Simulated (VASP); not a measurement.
# AlN (Cm) in VASP: a series of runs, part 3 of 3

VASP 6.6.1. The steps go on from the part before.

## 4. Single point, PBE (atom 1 (Al) moved by (-0.225, -0.225) A along [1 1 0] and z)

Contents of INCAR:

```
SYSTEM = AlN
PREC = Accurate ; ENCUT = 520
EDIFF = 1E-7 ; ISMEAR = 0
SIGMA = 0.05 ; LREAL = .False.
LASPH = .True. ; NELM = 80
ALGO = Normal ; ISIF = 2
LWAVE = .False. ; LCHARG = .False.
GGA = PE ; NBANDS = 11
```

Contents of KPOINTS:

```
regular mesh
0
Gamma
  10 10 10
  0 0 0
```

Contents of POSCAR:

```
AlN
1.0
    0.0000000000      2.1839935596      2.1839935596
    2.1839935596      0.0000000000      2.1839935596
    2.1839935596      2.1839935596      0.0000000000
Al N
1 1
Direct
   -0.0515111409     -0.0515111409     -0.0213366132
    0.7500000000      0.7500000000      0.7500000000
```

Potentials or basis: VASP PAW PBE potentials, release 64 (Al, N).

On the command line:

```bash
cat potpaw_PBE.64/Al/POTCAR potpaw_PBE.64/N/POTCAR > POTCAR
mpirun -np 1 vasp_std > vasp.out
```

OUTCAR:

```text
SYSTEM = AlN
   PREC = Accurate
   ENCUT = 520
   EDIFF = 1E-7
   ISMEAR = 0
   LREAL = .False.
   LASPH = .True.
   NELM = 80
   ISIF = 2
   GGA = PE

 ion  position               nearest neighbor table
   1  0.948  0.948  0.979-   2 1.58   2 1.97   2 2.04   2 2.04
   2  0.750  0.750  0.750-   1 1.58   1 1.97   1 2.04   1 2.04

  LATTYP: Found a face centered cubic cell.
 ALAT       =     4.3679871192

  Lattice vectors:

 A1 = (   0.0000000000,   2.1839935596,   2.1839935596)
 A2 = (   2.1839935596,   0.0000000000,   2.1839935596)
 A3 = (   2.1839935596,   2.1839935596,   0.0000000000)

Analysis of symmetry for initial positions (statically):
=====================================================================
 Subroutine PRICEL returns:
 Original cell was already a primitive cell.

 Routine SETGRP: Setting up the symmetry group for a
 face centered cubic supercell.

 Subroutine GETGRP returns: Found  2 space group operations
 (whereof  2 operations were pure point group operations)
 out of a pool of 48 trial point group operations.

The static configuration has the point symmetry C_1h.

Analysis of symmetry for dynamics (positions and initial velocities):
=====================================================================
 Subroutine PRICEL returns:
 Original cell was already a primitive cell.

 Routine SETGRP: Setting up the symmetry group for a
 face centered cubic supercell.

 Subroutine GETGRP returns: Found  2 space group operations
 (whereof  2 operations were pure point group operations)
 out of a pool of 48 trial point group operations.

The dynamic configuration has the point symmetry C_1h.

 Subroutine INISYM returns: Found  2 space group operations
 (whereof  2 operations are pure point group operations),
 and found     1 'primitive' translations

----------------------------------------------------------------------------------------

                                     Primitive cell

  volume of cell :      20.8345

  direct lattice vectors                    reciprocal lattice vectors
     0.000000000  2.183993560  2.183993560    -0.228938404  0.228938404  0.228938404
     2.183993560  0.000000000  2.183993560     0.228938404 -0.228938404  0.228938404
     2.183993560  2.183993560  0.000000000     0.228938404  0.228938404 -0.228938404

  length of vectors
     3.088633312  3.088633312  3.088633312     0.396532948  0.396532948  0.396532948

  position of ions in fractional coordinates (direct lattice)
     0.948488859  0.948488859  0.978663387
     0.750000000  0.750000000  0.750000000

  ion indices of the primitive-cell ions
   primitive index   ion index
                 1           1
                 2           2

----------------------------------------------------------------------------------------

 KPOINTS: regular mesh

Automatic generation of k-mesh.
 Grid dimensions read from file:
 generate k-points for:   10   10   10

 Generating k-lattice:

  Cartesian coordinates                     Fractional coordinates (reciprocal lattice)
    -0.022893840  0.022893840  0.022893840     0.100000000  0.000000000  0.000000000
     0.022893840 -0.022893840  0.022893840     0.000000000  0.100000000  0.000000000
     0.022893840  0.022893840 -0.022893840     0.000000000  0.000000000  0.100000000

  Length of vectors
     0.039653295  0.039653295  0.039653295

  Shift w.r.t. Gamma in fractional coordinates (k-lattice)
     0.000000000  0.000000000  0.000000000

 Subroutine IBZKPT returns following result:
 ===========================================

 Found    282 irreducible k-points:

 Following reciprocal coordinates:
            Coordinates               Weight
  0.000000  0.000000  0.000000      1.000000
  0.100000  0.000000  0.000000      4.000000
  0.000000  0.000000  0.100000      2.000000
  0.100000  0.100000  0.100000      2.000000
  0.200000  0.000000  0.000000      4.000000
  0.000000  0.000000  0.200000      2.000000
[... 16 lines left out ...]
  0.200000  0.100000  0.200000      4.000000
  0.100000 -0.100000 -0.100000      4.000000
 [... further k-points ...]
   k-points           NKPTS =    282   k-points in BZ     NKDIM =    282   number of bands    NBANDS=     11
   number of dos      NEDOS =    301   number of ions     NIONS =      2
   total plane-waves  NPLWV =  13824
   dimension x,y,z NGX =    24 NGY =   24 NGZ =   24
   dimension x,y,z NGXF=    48 NGYF=   48 NGZF=   48
   ions per type =               1   1
   NGX,Y,Z   is equivalent  to a cutoff of  12.92, 12.92, 12.92 a.u.
   NGXF,Y,Z  is equivalent  to a cutoff of  25.84, 25.84, 25.84 a.u.
 SYSTEM =  AlN
   PREC   = accura    normal or accurate (medium, high low for compatibility)
   ISTART =      0    job   : 0-new  1-cont  2-samecut
   ICHARG =      2    charge: 1-file 2-atom 10-const
   ISPIN  =      1    spin polarized calculation?
   LNONCOLLINEAR =      F non collinear calculations
   LSORBIT =      F    spin-orbit coupling
   LASPH  =      T    aspherical Exc in radial PAW
   ENCUT  =  520.0 eV  38.22 Ry    6.18 a.u.   5.74  5.74  5.74*2*pi/ulx,y,z
   NELM   =     80;   NELMIN=  2; NELMDL= -5     # of ELM steps
   EDIFF  = 0.1E-06   stopping-criterion for ELM
   LREAL  =      F    real-space projection
   EDIFFG = 0.1E-05   stopping-criterion for IOM
   NSW    =      0    number of steps for IOM
   IBRION =     -1    ionic relax: 0-MD 1-quasi-New 2-CG
   NFREE  =      0    steps in history (QN), initial steepest desc. (CG)
   ISIF   =      2    stress and relaxation
   ISYM   =      2    0-nonsym 1-usesym 2-fastsym
   POTIM  = 0.5000    time-step for ionic-motion
   TEBEG  =    0.0;   TEEND  =   0.0 temperature during run
   PSTRESS=    0.0 pullay stress
   NELECT =       8.0000    total number of electrons
   NUPDOWN=      -1.0000    fix difference up-down
   EMIN   =  10.00;   EMAX   =-10.00  energy-range for DOS
   EFERMI =   0.00;   METHOD = LEGACY
   ISMEAR =     0;   SIGMA  =   0.05  broadening in eV -4-tet -1-fermi 0-gaus
   EFERMI_NEDOS =   21; number of points for ismear=-14 and -15
   IALGO  =     38    algorithm
   IMIX   =      4    mixing-type and parameters
     AMIX     =   0.40;   BMIX     =  1.00
     AMIX_MAG =   1.60;   BMIX_MAG =  1.00
  volume/ion in A,a.u.               =      10.42        70.30
  Fermi-wavevector in a.u.,A,eV,Ry     =   1.189899  2.248583 19.263943  1.415860
  Thomas-Fermi vector in A             =   2.325996
   LORBIT       =      0    0 simple, 1 ext, 2 COOP (PROOUT), +10 PAW based schemes
   GGA     = PE    functional components
   LHFCALC =     F    Hartree Fock is set to
   AEXX    =    0.0000 exact exchange contribution
   IVDW    =     0    specifies the selected vdW correction
   LEPSILON=     F    determine dielectric tensor
   LRPA    =     F    only Hartree local field effects (RPA)
 non-spin polarized calculation
 Gauss-broadening in eV      SIGMA  =   0.05
  energy-cutoff  :      520.00
  volume of cell :       20.83
 maximum number of plane-waves:       571
   NGX = 11   NGY = 11   NGZ = 11

 number of electron       8.0000000 magnetization

 Free energy of the ion-electron system (eV)
  ---------------------------------------------------
  ext. energy  EPLUGINS =         0.00000000
  ---------------------------------------------------
  free energy    TOTEN  =       -13.61578045 eV

  energy without entropy =      -13.61578045  energy(sigma->0) =      -13.61578045

 E-fermi :   6.6340     XC(G=0): -10.9137

 val. band max:        6.3742169197   @ k =   0.0000   0.0000   0.0000
 cond. band min:       9.2311242557   @ k =   0.0000   0.5000   0.5000
 fundamental gap:      2.8569073359
 Fermi energy:         6.6340019265

 k-point     1 :       0.0000    0.0000    0.0000
  band No.  band energies     occupation
      1      -9.0555      2.00000
      2       5.0296      2.00000
      3       6.1968      2.00000
      4       6.3742      2.00000
      5       9.9584      0.00000
      6      18.4344      0.00000
      7      18.4403      0.00000
      8      18.8425      0.00000
      9      23.2010      0.00000
     10      23.2049      0.00000
     11      24.9265      0.00000
[... 309 lines left out ...]
 k-point    24 :       0.1000   -0.1000   -0.1000
  band No.  band energies     occupation
      1      -8.5462      2.00000
      2       4.0198      2.00000
      3       5.0518      2.00000
      4       5.8206      2.00000
      5      11.7915      0.00000
      6      16.5665      0.00000
      7      18.5309      0.00000
      8      18.7154      0.00000
      9      20.9902      0.00000
     10      24.1423      0.00000
     11      24.8030      0.00000

 [... further k-points ...]
[... 5 lines left out ...]
  --------------------------------------------------------------------------------------
  -------------------------------------------------------------------------------------
  Total        3.4716787      3.4716787      2.6475962      4.0667534      3.6415740      3.6415740
  in kB      266.9722047    266.9722047    203.6002364    312.7334745    280.0371629    280.0371601
  external PRESSURE =     245.8482153 kB  Pullay stress =       0.0000000 kB

 VOLUME and BASIS-vectors are now :
 -----------------------------------------------------------------------------
  energy-cutoff  :      520.00
  volume of cell :       20.83
      direct lattice vectors                 reciprocal lattice vectors
     0.000000000  2.183993560  2.183993560    -0.228938404  0.228938404  0.228938404
     2.183993560  0.000000000  2.183993560     0.228938404 -0.228938404  0.228938404
     2.183993560  2.183993560  0.000000000     0.228938404  0.228938404 -0.228938404

 POSITION                                       TOTAL-FORCE (eV/Angst)
 -----------------------------------------------------------------------------------
      4.20889      4.20889      4.14299         5.677380      5.677380      5.779716
      3.27599      3.27599      3.27599        -5.677380     -5.677380     -5.779716
 -----------------------------------------------------------------------------------
    total drift:                                0.000055      0.000055      0.000088

  FREE ENERGIE OF THE ION-ELECTRON SYSTEM (eV)
  ---------------------------------------------------
  free  energy   TOTEN  =       -13.6157804519 eV

  energy  without entropy=      -13.6157804519  energy(sigma->0) =      -13.61578045
```

stdout:

```text
POSCAR found type information on POSCAR AlN
 POSCAR found :  2 types and       2 ions
 scaLAPACK will be used
 LDA part: xc-table for (Slater+PW92), standard interpolation
 POSCAR, INCAR and KPOINTS ok, starting setup
 FFT: planning ... GRIDC
 FFT: planning ... GRID_SOFT
 FFT: planning ... GRID
 WAVECAR not read
 entering main loop
```

Run time: 32 s. Hardware: 1 thread of Intel Xeon 6975P-C (Granite Rapids), shared host; peak memory 0.17 GiB.

Results:

- Free energy: -13.6158 eV
- Pressure: 24.6 GPa
- Largest force: 9.893 eV/Å
- Band gap on the k mesh: 2.86 eV, indirect (least direct gap 3.58 eV)

Forces in eV/Å, atoms in the order of the input:
```
Al   5.677  5.677  5.780
N   -5.677 -5.677 -5.780
```

Levels at points of the mesh, in eV from the valence-band top:
```tsv
k point	band 2	band 3	band 4	band 5	band 6	band 7
(0.00, 0.00, 0.00)	-1.34	-0.18	0.00	3.58	12.06	12.07
(0.50, 0.00, 0.00)	-6.11	-1.52	-0.63	6.71	9.28	10.27
(0.00, 0.00, 0.50)	-6.21	-1.41	-0.53	6.60	9.20	10.26
(0.50, 0.50, 0.50)	-6.54	-0.64	-0.50	6.52	8.87	10.86
(0.50, 0.50, 0.00)	-5.33	-2.49	-1.87	2.90	7.95	12.88
(0.00, 0.50, 0.50)	-5.35	-2.31	-1.95	2.86	7.79	12.85
```

Caveat: the cell differs from its parent crystal (atom 1 (Al) moved by (-0.225, -0.225) A along [1 1 0] and z); forces of over 1 eV/Å act on the atoms, so gaps and moduli don't describe the material at rest.

## 5. Single point, PBE (atom 1 (Al) moved by (-0.225, +0.225) A along [1 1 0] and z)

Contents of INCAR:

```
PREC = Accurate ; ENCUT = 520
EDIFF = 1E-7 ; ISMEAR = 0
SIGMA = 0.05 ; LREAL = False
LASPH = True ; NELM = 60
ALGO = Normal ; ISIF = 2
LWAVE = False ; LCHARG = False
GGA = PE ; NBANDS = 11
```

Contents of KPOINTS:

```
regular mesh
0
Gamma
  10 10 10
```

POSCAR: that of step 4 with these lines changed.

```diff
@@ -8,3 +8,3 @@
 Direct
-   -0.0515111409     -0.0515111409     -0.0213366132
+    0.0515111409      0.0515111409     -0.1243588950
     0.7500000000      0.7500000000      0.7500000000
```

Potentials or basis: VASP PAW PBE potentials, release 64 (Al, N).

On the command line:

```bash
cat potpaw_PBE.64/Al/POTCAR potpaw_PBE.64/N/POTCAR > POTCAR
mpirun -np 1 vasp_std > vasp.out
```

OUTCAR:

```text
PREC = Accurate
   ENCUT = 520
   EDIFF = 1E-7
   ISMEAR = 0
   LREAL = False
   LASPH = True
   NELM = 60
   ISIF = 2
   GGA = PE

 ion  position               nearest neighbor table
   1  0.052  0.052  0.876-   2 1.79   2 1.79   2 1.86   2 2.21
   2  0.750  0.750  0.750-   1 1.79   1 1.79   1 1.86   1 2.21

  LATTYP: Found a face centered cubic cell.
 ALAT       =     4.3679871192

  Lattice vectors:

 A1 = (   0.0000000000,   2.1839935596,   2.1839935596)
 A2 = (   2.1839935596,   0.0000000000,   2.1839935596)
[... 513 lines left out ...]
      7      18.3335      0.00000
      8      19.4794      0.00000
      9      20.0300      0.00000
     10      23.4960      0.00000
     11      25.1750      0.00000

 [... further k-points ...]
[... 5 lines left out ...]
  --------------------------------------------------------------------------------------
  -------------------------------------------------------------------------------------
  Total        1.8303304      1.8303304      1.1309551     -1.5059357      0.5279540      0.5279540
  in kB      140.7524718    140.7524718     86.9704812   -115.8065030     40.5996780     40.5996774
  external PRESSURE =     122.8251416 kB  Pullay stress =       0.0000000 kB

 VOLUME and BASIS-vectors are now :
 -----------------------------------------------------------------------------
  energy-cutoff  :      520.00
  volume of cell :       20.83
      direct lattice vectors                 reciprocal lattice vectors
     0.000000000  2.183993560  2.183993560    -0.228938404  0.228938404  0.228938404
     2.183993560  0.000000000  2.183993560     0.228938404 -0.228938404  0.228938404
     2.183993560  2.183993560  0.000000000     0.228938404  0.228938404 -0.228938404

 POSITION                                       TOTAL-FORCE (eV/Angst)
 -----------------------------------------------------------------------------------
      2.02489      2.02489      0.22500         0.688513      0.688513     -2.140207
      3.27599      3.27599      3.27599        -0.688513     -0.688513      2.140207
 -----------------------------------------------------------------------------------
    total drift:                               -0.000033     -0.000033      0.000070

  FREE ENERGIE OF THE ION-ELECTRON SYSTEM (eV)
  ---------------------------------------------------
  free  energy   TOTEN  =       -14.3774351008 eV

  energy  without entropy=      -14.3774351008  energy(sigma->0) =      -14.37743510
```

OSZICAR:

```text
N       E                     dE             d eps       ncg     rms          rms(c)
DAV:   1     0.121347460241E+02    0.12135E+02   -0.38872E+03  6324   0.609E+02
DAV:   2    -0.160338381236E+02   -0.28169E+02   -0.27205E+02  7440   0.139E+02
DAV:   3    -0.169695984856E+02   -0.93576E+00   -0.93460E+00  7602   0.244E+01
DAV:   4    -0.169743016033E+02   -0.47031E-02   -0.47028E-02  7041   0.190E+00
DAV:   5    -0.169743540389E+02   -0.52436E-04   -0.52435E-04  7488   0.197E-01    0.901E+00
DAV:   6    -0.143973114228E+02    0.25770E+01   -0.12913E+01  7194   0.180E+01    0.293E+00
DAV:   7    -0.143874625972E+02    0.98488E-02   -0.18465E-01  7011   0.340E+00    0.213E+00
DAV:   8    -0.143788118026E+02    0.86508E-02   -0.32399E-02  6969   0.165E+00    0.557E-01
DAV:   9    -0.143773659191E+02    0.14459E-02   -0.47338E-03  7419   0.417E-01    0.215E-01
DAV:  10    -0.143774222444E+02   -0.56325E-04   -0.38860E-04  6906   0.137E-01    0.238E-02
DAV:  11    -0.143774347033E+02   -0.12459E-04   -0.17110E-05  7317   0.333E-02    0.112E-02
DAV:  12    -0.143774351108E+02   -0.40751E-06   -0.22737E-06  7068   0.100E-02    0.388E-03
DAV:  13    -0.143774351008E+02    0.10069E-07   -0.17411E-07  4654   0.304E-03
   1 F= -.14377435E+02 E0= -.14377435E+02  d E =-.144073E-11
```

Run time: 27 s. Hardware: 1 thread of Intel Xeon 6975P-C (Granite Rapids), shared host; peak memory 0.18 GiB.

Results:

| Quantity | Value |
| --- | --- |
| Free energy | -14.3774 eV |
| Pressure | 12.3 GPa |
| Largest force | 2.351 eV/Å |
| Band gap on the k mesh | 2.42 eV, indirect (least direct gap 3.11 eV) |

Forces on the atoms (eV/Å):
```
Al   0.689  0.689 -2.140
N   -0.689 -0.689  2.140
```

Caveat: the cell differs from its parent crystal (atom 1 (Al) moved by (-0.225, +0.225) A along [1 1 0] and z); forces of over 1 eV/Å act on the atoms, so gaps and moduli don't describe the material at rest. A k mesh can miss the band edges.
